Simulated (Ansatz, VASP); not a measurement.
## Bi in VASP and in Ansatz

```
Bi
1.0
     3.90760   -2.33030   -0.58812
     3.90760    2.33030   -0.58812
    -3.70267    0.00000    8.68059
Bi
4
Direct
  0.27272 0.27255 0.15267
  0.72745 0.72728 0.34733
  0.72728 0.72745 0.84733
  0.27255 0.27272 0.65267
```

Alike in both runs: functional PBE; k mesh 4 × 4 × 2; occupations gaussian, width 0.1 eV; no spin polarisation.

Ansatz relaxed the structure, and its values are those at the end. VASP's run is a single point on that final structure, the one shown.

|  | VASP | Ansatz |
| --- | --- | --- |
| version | VASP 6.6.1 | Ansatz 0.2.0 |
| potentials or method | VASP PAW PBE potentials, release 64 (Bi_d), cutoff 520 eV | scalar-relativistic, plane waves, PAW |
| valence electrons in the cell | 60 | 60 |

```tsv
	VASP	Ansatz	Ansatz less VASP
gap on the k mesh at the Fermi level (eV)	none	none	-
pressure (GPa)	0.0	0.0	+0.05
```

A gap of «none» marks a metal or a gap that the smearing closes.

The k mesh is coarse, so the values compare programs but aren't converged. Neither program's run includes spin-orbit coupling.
